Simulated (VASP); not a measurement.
# P (Cmmm) in VASP: a series of runs

P is run at these levels: PBEsol; tasks: single point.

All numbers are computed with VASP 6.6.1; they aren't measurements. Logs are shortened: lines on timing, memory, paths and dates and some standing lists are left out, and cuts for length are marked.

### 1 The cell of the first run

The structure is orthorhombic, space group Cmmm (No. 65). The conventional cell has a = 5.922 Å, b = 6.164 Å, c = 4.378 Å, α = 90.00°, β = 90.00°, γ = 90.00°. Within 5.6 Å of P (site symmetry mmm) lie 6 P at 4.27 to 4.38 Å.

### 2 Single point, PBEsol (strain -0.0400 x Voigt [0, 0, 0, 0, 0, 1])

Contents of INCAR:

```
PREC = Accurate
ENCUT = 520
EDIFF = 1E-7
ISMEAR = 0
SIGMA = 0.15
LREAL = False
LASPH = True
NELM = 80
ALGO = Normal
ISIF = 2
LWAVE = False
LCHARG = True
GGA = PS
LELF = True
LVHAR = True
NBANDS = 8
```

Contents of KPOINTS:

```
regular mesh
0
Gamma
  12 12 12
```

Contents of POSCAR:

```
P
1.0
    4.2729048574     -0.0854580971      0.0000000000
   -0.0854580971      4.2729048574      0.0000000000
    0.0000000000      0.0000000000      4.3780000000
P
1
Direct
    0.0000000000      0.0000000000      0.0000000000
```

Potentials or basis: VASP PAW PBE potentials, release 64 (P).

Launch:

```sh
$ cat potpaw_PBE.64/P/POTCAR > POTCAR
$ mpirun -np 1 vasp_std > vasp.out
```

OUTCAR:

```text
PREC = Accurate
   ENCUT = 520
   EDIFF = 1E-7
   ISMEAR = 0
   LREAL = False
   LASPH = True
   NELM = 80
   ISIF = 2
   GGA = PS

 ion  position               nearest neighbor table
   1  0.000  0.000  0.000-

  LATTYP: Found a base centered orthorhombic cell.
 ALAT       =     5.9219440001
 B/A-ratio  =     1.0408163265
 C/A-ratio  =     0.7392842620

  Lattice vectors:

 A1 = (   4.2729048574,  -0.0854580971,   0.0000000000)
 A2 = (  -0.0854580971,   4.2729048574,   0.0000000000)
 A3 = (   0.0000000000,   0.0000000000,   4.3780000000)

Analysis of symmetry for initial positions (statically):
=====================================================================
 Subroutine PRICEL returns:
 Original cell was already a primitive cell.

 Routine SETGRP: Setting up the symmetry group for a
 base centered orthorhombic supercell.

 Subroutine GETGRP returns: Found  8 space group operations
 (whereof  8 operations were pure point group operations)
 out of a pool of  8 trial point group operations.

The static configuration has the point symmetry D_2h.

Analysis of symmetry for dynamics (positions and initial velocities):
=====================================================================
 Subroutine PRICEL returns:
 Original cell was already a primitive cell.

 Routine SETGRP: Setting up the symmetry group for a
 base centered orthorhombic supercell.

 Subroutine GETGRP returns: Found  8 space group operations
 (whereof  8 operations were pure point group operations)
 out of a pool of  8 trial point group operations.

The dynamic configuration has the point symmetry D_2h.

 Subroutine INISYM returns: Found  8 space group operations
 (whereof  8 operations are pure point group operations),
 and found     1 'primitive' translations

----------------------------------------------------------------------------------------

                                     Primitive cell

  volume of cell :      79.9003

  direct lattice vectors                    reciprocal lattice vectors
     4.272904857 -0.085458097  0.000000000     0.234126477  0.004682530  0.000000000
    -0.085458097  4.272904857  0.000000000     0.004682530  0.234126477  0.000000000
     0.000000000  0.000000000  4.378000000     0.000000000  0.000000000  0.228414801

  length of vectors
     4.273759353  4.273759353  4.378000000     0.234173297  0.234173297  0.228414801

  position of ions in fractional coordinates (direct lattice)
     0.000000000  0.000000000  0.000000000

  ion indices of the primitive-cell ions
   primitive index   ion index
                 1           1

----------------------------------------------------------------------------------------

 KPOINTS: regular mesh

Automatic generation of k-mesh.
 Grid dimensions read from file:
 generate k-points for:   12   12   12

 Generating k-lattice:

  Cartesian coordinates                     Fractional coordinates (reciprocal lattice)
     0.019510540  0.000390211  0.000000000     0.083333333  0.000000000  0.000000000
     0.000390211  0.019510540  0.000000000     0.000000000  0.083333333  0.000000000
     0.000000000  0.000000000  0.019034567     0.000000000  0.000000000  0.083333333

  Length of vectors
     0.019514441  0.019514441  0.019034567

  Shift w.r.t. Gamma in fractional coordinates (k-lattice)
     0.000000000  0.000000000  0.000000000

 Subroutine IBZKPT returns following result:
 ===========================================

 Found    301 irreducible k-points:

 Following reciprocal coordinates:
            Coordinates               Weight
  0.000000  0.000000  0.000000      1.000000
  0.083333 -0.000000  0.000000      4.000000
  0.166667 -0.000000  0.000000      4.000000
  0.250000 -0.000000  0.000000      4.000000
  0.333333 -0.000000  0.000000      4.000000
  0.416667  0.000000  0.000000      4.000000
[... 16 lines left out ...]
  0.500000  0.166667  0.000000      4.000000
 -0.416667  0.166667  0.000000      4.000000
 [... further k-points ...]
   k-points           NKPTS =    301   k-points in BZ     NKDIM =    301   number of bands    NBANDS=      8
   number of dos      NEDOS =    301   number of ions     NIONS =      1
   total plane-waves  NPLWV =  36864
   dimension x,y,z NGX =    32 NGY =   32 NGZ =   36
   dimension x,y,z NGXF=    64 NGYF=   64 NGZF=   72
   ions per type =               1
   NGX,Y,Z   is equivalent  to a cutoff of  12.45, 12.45, 13.67 a.u.
   NGXF,Y,Z  is equivalent  to a cutoff of  24.90, 24.90, 27.34 a.u.
 SYSTEM =  unknown system
   PREC   = accura    normal or accurate (medium, high low for compatibility)
   ISTART =      0    job   : 0-new  1-cont  2-samecut
   ICHARG =      2    charge: 1-file 2-atom 10-const
   ISPIN  =      1    spin polarized calculation?
   LNONCOLLINEAR =      F non collinear calculations
   LSORBIT =      F    spin-orbit coupling
   LASPH  =      T    aspherical Exc in radial PAW
   ENCUT  =  520.0 eV  38.22 Ry    6.18 a.u.   7.95  7.95  8.14*2*pi/ulx,y,z
   NELM   =     80;   NELMIN=  2; NELMDL= -5     # of ELM steps
   EDIFF  = 0.1E-06   stopping-criterion for ELM
   LREAL  =      F    real-space projection
   EDIFFG = 0.1E-05   stopping-criterion for IOM
   NSW    =      0    number of steps for IOM
   IBRION =     -1    ionic relax: 0-MD 1-quasi-New 2-CG
   NFREE  =      0    steps in history (QN), initial steepest desc. (CG)
   ISIF   =      2    stress and relaxation
   ISYM   =      2    0-nonsym 1-usesym 2-fastsym
   POTIM  = 0.5000    time-step for ionic-motion
   TEBEG  =    0.0;   TEEND  =   0.0 temperature during run
   PSTRESS=    0.0 pullay stress
   NELECT =       5.0000    total number of electrons
   NUPDOWN=      -1.0000    fix difference up-down
   EMIN   =  10.00;   EMAX   =-10.00  energy-range for DOS
   EFERMI =   0.00;   METHOD = LEGACY
   ISMEAR =     0;   SIGMA  =   0.15  broadening in eV -4-tet -1-fermi 0-gaus
   EFERMI_NEDOS =   21; number of points for ismear=-14 and -15
   IALGO  =     38    algorithm
   IMIX   =      4    mixing-type and parameters
     AMIX     =   0.40;   BMIX     =  1.00
     AMIX_MAG =   1.60;   BMIX_MAG =  1.00
  volume/ion in A,a.u.               =      79.90       539.19
  Fermi-wavevector in a.u.,A,eV,Ry     =   0.649953  1.228233  5.747632  0.422439
  Thomas-Fermi vector in A             =   1.719075
   LORBIT       =      0    0 simple, 1 ext, 2 COOP (PROOUT), +10 PAW based schemes
   GGA     = PS    functional components
   LHFCALC =     F    Hartree Fock is set to
   AEXX    =    0.0000 exact exchange contribution
   IVDW    =     0    specifies the selected vdW correction
   LEPSILON=     F    determine dielectric tensor
   LRPA    =     F    only Hartree local field effects (RPA)
 non-spin polarized calculation
 Gauss-broadening in eV      SIGMA  =   0.15
  energy-cutoff  :      520.00
  volume of cell :       79.90
 maximum number of plane-waves:      2184
   NGX = 15   NGY = 15   NGZ = 17

 number of electron       4.9999999 magnetization

 Free energy of the ion-electron system (eV)
  ---------------------------------------------------
  ext. energy  EPLUGINS =         0.00000000
  ---------------------------------------------------
  free energy    TOTEN  =        -1.18786835 eV

  energy without entropy =       -1.14970259  energy(sigma->0) =       -1.16878547

 E-fermi :  -3.0783     XC(G=0):  -5.0538

 val. band max:       -3.0829867327   @ k =   0.4167   0.2500   0.0000
 cond. band min:      -3.0777446545   @ k =  -0.4167   0.0833   0.2500
 fundamental gap:      0.0052420783
 Fermi energy:        -3.0782567917

 k-point     1 :       0.0000    0.0000    0.0000
  band No.  band energies     occupation
      1     -11.8092      2.00000
      2      -2.6303      0.00002
      3      -2.5415      0.00000
      4      -2.5015      0.00000
      5       1.5521      0.00000
      6       4.3620      0.00000
      7       4.4527      0.00000
      8       8.9351      0.00000

 k-point     2 :       0.0833   -0.0000    0.0000
  band No.  band energies     occupation
      1     -11.7982      2.00000
      2      -2.6467      0.00005
      3      -2.6205      0.00002
      4      -2.5096      0.00000
      5       1.6706      0.00000
      6       4.4123      0.00000
      7       4.5552      0.00000
      8       8.4783      0.00000

 k-point     3 :       0.1667   -0.0000    0.0000
  band No.  band energies     occupation
      1     -11.7679      2.00000
      2      -2.9466      0.21467
      3      -2.5935      0.00000
      4      -2.4863      0.00000
      5       1.9700      0.00000
      6       4.5271      0.00000
      7       4.8354      0.00000
      8       7.8205      0.00000

 k-point     4 :       0.2500   -0.0000    0.0000
  band No.  band energies     occupation
      1     -11.7255      2.00000
      2      -3.3049      1.96737
      3      -2.5558      0.00000
      4      -2.4514      0.00000
      5       2.3596      0.00000
      6       4.6915      0.00000
      7       5.0812      0.00000
      8       7.2436      0.00000

 k-point     5 :       0.3333   -0.0000    0.0000
  band No.  band energies     occupation
      1     -11.6818      2.00000
      2      -3.6213      2.00000
      3      -2.5171      0.00000
      4      -2.4154      0.00000
      5       2.7870      0.00000
      6       4.8782      0.00000
      7       5.0173      0.00000
      8       6.8013      0.00000

 k-point     6 :       0.4167    0.0000    0.0000
  band No.  band energies     occupation
      1     -11.6491      2.00000
      2      -3.8337      2.00000
      3      -2.4883      0.00000
      4      -2.3885      0.00000
      5       3.2045      0.00000
      6       4.6969      0.00000
      7       5.0352      0.00000
      8       6.5241      0.00000

 k-point     7 :       0.5000   -0.0000    0.0000
  band No.  band energies     occupation
      1     -11.6369      2.00000
      2      -3.9082      2.00000
      3      -2.4775      0.00000
      4      -2.3785      0.00000
      5       3.4309      0.00000
      6       4.4801      0.00000
      7       5.0982      0.00000
      8       6.4297      0.00000
[... 133 lines left out ...]
 k-point    20 :       0.2500    0.1667    0.0000
  band No.  band energies     occupation
      1     -11.6845      2.00000
      2      -3.2645      1.92093
      3      -2.8486      0.03039
      4      -2.5197      0.00000
      5       2.7562      0.00000
      6       4.8587      0.00000
      7       5.3449      0.00000
      8       6.7886      0.00000

 k-point    21 :       0.3333    0.1667    0.0000
  band No.  band energies     occupation
      1     -11.6418      2.00000
      2      -3.5668      2.00000
      3      -2.8021      0.00922
      4      -2.4823      0.00000
      5       3.1460      0.00000
      6       4.7513      0.00000
      7       5.4019      0.00000
      8       6.6823      0.00000

 k-point    22 :       0.4167    0.1667    0.0000
  band No.  band energies     occupation
      1     -11.6101      2.00000
      2      -3.7703      2.00000
      3      -2.7613      0.00281
      4      -2.4547      0.00000
      5       3.5430      0.00000
      6       4.3872      0.00000
      7       5.4812      0.00000
      8       6.5657      0.00000

 k-point    23 :       0.5000    0.1667    0.0000
  band No.  band energies     occupation
      1     -11.5988      2.00000
      2      -3.8390      2.00000
      3      -2.7412      0.00148
      4      -2.4449      0.00000
      5       3.8746      0.00000
      6       4.0102      0.00000
      7       5.5466      0.00000
      8       6.4675      0.00000

 k-point    24 :      -0.4167    0.1667    0.0000
  band No.  band energies     occupation
      1     -11.6114      2.00000
      2      -3.7621      2.00000
      3      -2.7486      0.00188
      4      -2.4559      0.00000
      5       3.4859      0.00000
      6       4.3525      0.00000
      7       5.5016      0.00000
      8       6.5188      0.00000

 [... further k-points ...]

------------------------ aborting loop because EDIFF is reached ----------------------------------------

  FORCE on cell =-STRESS in cart. coord.  units (eV):
  Direction    XX          YY          ZZ          XY          YZ          ZX
  --------------------------------------------------------------------------------------
  -------------------------------------------------------------------------------------
  Total       -1.9892301     -1.9892301     -1.7830536      0.0808778      0.0000000      0.0000000
  in kB      -39.8884503    -39.8884503    -35.7541563      1.6217778      0.0000000      0.0000000
  external PRESSURE =     -38.5103523 kB  Pullay stress =       0.0000000 kB

 VOLUME and BASIS-vectors are now :
 -----------------------------------------------------------------------------
  energy-cutoff  :      520.00
  volume of cell :       79.90
      direct lattice vectors                 reciprocal lattice vectors
     4.272904857 -0.085458097  0.000000000     0.234126477  0.004682530  0.000000000
    -0.085458097  4.272904857  0.000000000     0.004682530  0.234126477  0.000000000
     0.000000000  0.000000000  4.378000000     0.000000000  0.000000000  0.228414801

 POSITION                                       TOTAL-FORCE (eV/Angst)
 -----------------------------------------------------------------------------------
      0.00000      0.00000      0.00000         0.000000      0.000000      0.000000
 -----------------------------------------------------------------------------------
    total drift:                                0.000000     -0.000000      0.000000

  FREE ENERGIE OF THE ION-ELECTRON SYSTEM (eV)
  ---------------------------------------------------
  free  energy   TOTEN  =        -1.1878683526 eV

  energy  without entropy=       -1.1497025859  energy(sigma->0) =       -1.16878547
```

Run time: 95 s. Hardware: 1 thread of Intel Xeon Platinum 8488C (Sapphire Rapids), shared host; peak memory 0.29 GiB.

Results:

```yaml
Free_energy: -1.1879 eV
Pressure: -3.9 GPa
```

Stress tensor (GPa, compression positive):
```
-3.99  0.16  0.00
 0.16 -3.99  0.00
 0.00  0.00 -3.58
```

Levels at points of the mesh, in eV from the Fermi level:
```csv
k point,band 1,band 2,band 3,band 4,band 5
"(0.00, 0.00, 0.00)",-8.73,0.45,0.54,0.58,4.63
"(0.50, 0.00, 0.00)",-8.56,-0.83,0.60,0.70,6.51
"(0.50, 0.50, 0.00)",-8.40,-0.57,-0.49,0.74,5.87
"(0.00, 0.00, 0.50)",-8.59,-0.78,0.66,0.70,6.47
"(0.50, 0.00, 0.50)",-8.43,-0.57,-0.48,0.81,5.85
"(0.50, 0.50, 0.50)",-8.28,-0.36,-0.29,-0.24,6.86
```

Caveat: the cell differs from its parent crystal (strain -0.0400 x Voigt [0, 0, 0, 0, 0, 1]); the PAW data sets were made with another functional, which shifts forces and pressure a little.

### 3 Single point, PBEsol (strain +0.0300 x Voigt [0, 0, 0, 0, 0, 1])

Edit INCAR of step 2 so:

```diff
@@ -2,3 +2,3 @@
 ENCUT = 520
-EDIFF = 1E-7
+EDIFF = 1E-6
 ISMEAR = 0
@@ -7,3 +7,3 @@
 LASPH = True
-NELM = 80
+NELM = 100
 ALGO = Normal
```

KPOINTS is that of step 2.

Contents of POSCAR:

```
P
1.0
    4.2729048574      0.0640935729      0.0000000000
    0.0640935729      4.2729048574      0.0000000000
    0.0000000000      0.0000000000      4.3780000000
P
1
Direct
    0.0000000000      0.0000000000      0.0000000000
```

Potentials or basis: VASP PAW PBE potentials, release 64 (P).

Launch:

```sh
$ cat potpaw_PBE.64/P/POTCAR > POTCAR
$ mpirun -np 1 vasp_std > vasp.out
```

Run time: 94 s. Hardware: 1 thread of Intel Xeon Platinum 8488C (Sapphire Rapids), shared host; peak memory 0.29 GiB.

It converged, with:

* Free energy: -1.1882 eV
* Pressure: -3.9 GPa

Stress tensor (GPa, compression positive):
```
-3.99 -0.12  0.00
-0.12 -3.99  0.00
 0.00  0.00 -3.57
```

Levels at points of the mesh, in eV from the Fermi level:
```tsv
k point	band 1	band 2	band 3	band 4	band 5	band 6	band 7
(0.00, 0.00, 0.00)	-8.73	0.45	0.54	0.57	4.63	7.44	7.53
(0.50, 0.00, 0.00)	-8.56	-0.83	0.60	0.70	6.51	7.56	8.18
(0.50, 0.50, 0.00)	-8.40	-0.56	-0.50	0.74	5.86	8.12	9.62
(0.00, 0.00, 0.50)	-8.59	-0.78	0.66	0.69	6.48	7.48	8.16
(0.50, 0.00, 0.50)	-8.43	-0.57	-0.48	0.81	5.85	8.11	9.64
(0.50, 0.50, 0.50)	-8.28	-0.35	-0.30	-0.24	6.87	6.89	7.05
```

Caveat: the cell differs from its parent crystal (strain +0.0300 x Voigt [0, 0, 0, 0, 0, 1]); the PAW data sets were made with another functional, which shifts forces and pressure a little.

### 4 Single point, PBEsol (strain +0.0350 x Voigt [0, 0, 0, 0, 0, 1])

Contents of INCAR:

```
SYSTEM = P
PREC = Accurate ; ENCUT = 520
EDIFF = 1E-6 ; ISMEAR = 0
SIGMA = 0.15 ; LREAL = .False.
LASPH = .True. ; NELM = 80
ALGO = Normal ; ISIF = 2
LWAVE = .False. ; LCHARG = .False.
GGA = PS ; NBANDS = 8
```

Contents of KPOINTS:

```
regular mesh
0
Gamma
  12 12 12
  0 0 0
```

Contents of POSCAR:

```
P
1.0
    4.2729048574      0.0747758350      0.0000000000
    0.0747758350      4.2729048574      0.0000000000
    0.0000000000      0.0000000000      4.3780000000
P
1
Direct
    0.0000000000      0.0000000000      0.0000000000
```

Launch:

```sh
$ cat potpaw_PBE.64/P/POTCAR > POTCAR
$ mpirun -np 1 vasp_std > vasp.out
```

It took 99 s on 1 thread of Intel Xeon Platinum 8488C (Sapphire Rapids), shared host; peak memory 0.29 GiB.

Results (log left out):

```
Free energy : -1.1881 eV
Pressure    : -3.9 GPa
```

Stress tensor (GPa, compression positive):
```
-3.99 -0.14  0.00
-0.14 -3.99  0.00
 0.00  0.00 -3.57
```

Levels at points of the mesh, in eV from the Fermi level:
```
           k point  band 1  band 2  band 3  band 4  band 5  band 6  band 7
(0.00, 0.00, 0.00)   -8.73    0.45    0.54    0.57    4.63    7.44    7.53
(0.50, 0.00, 0.00)   -8.56   -0.83    0.60    0.70    6.51    7.56    8.18
(0.50, 0.50, 0.00)   -8.40   -0.56   -0.50    0.74    5.87    8.12    9.60
(0.00, 0.00, 0.50)   -8.59   -0.78    0.66    0.69    6.48    7.48    8.16
(0.50, 0.00, 0.50)   -8.43   -0.57   -0.48    0.81    5.85    8.11    9.64
(0.50, 0.50, 0.50)   -8.28   -0.35   -0.29   -0.24    6.87    6.87    7.06
```

Caveat: the cell differs from its parent crystal (strain +0.0350 x Voigt [0, 0, 0, 0, 0, 1]); the PAW data sets were made with another functional, which shifts forces and pressure a little.

### 5 The runs side by side

| cell | gap on the mesh (eV) | pressure (GPa) |
| --- | --- | --- |
| a = 4.274, b = 4.274, c = 4.378 Å, angles 90.0, 90.0, 92.3°, 1 atom | none | -3.9 |
| a = 4.273, b = 4.273, c = 4.378 Å, angles 90.0, 90.0, 88.3°, 1 atom | none | -3.9 |
| a = 4.274, b = 4.274, c = 4.378 Å, angles 90.0, 90.0, 88.0°, 1 atom | none | -3.9 |

Alike in all rows: task single point; level PBEsol; potentials or basis VASP PAW PBE potentials, release 64 (P); no spin polarisation; k mesh 12 × 12 × 12; cutoff (eV) 520; smearing gaussian 0.15 eV.

Caveats: the PAW data sets were made with another functional, which shifts forces and pressure a little.

Absolute energies hang on the potentials; compare differences alone.
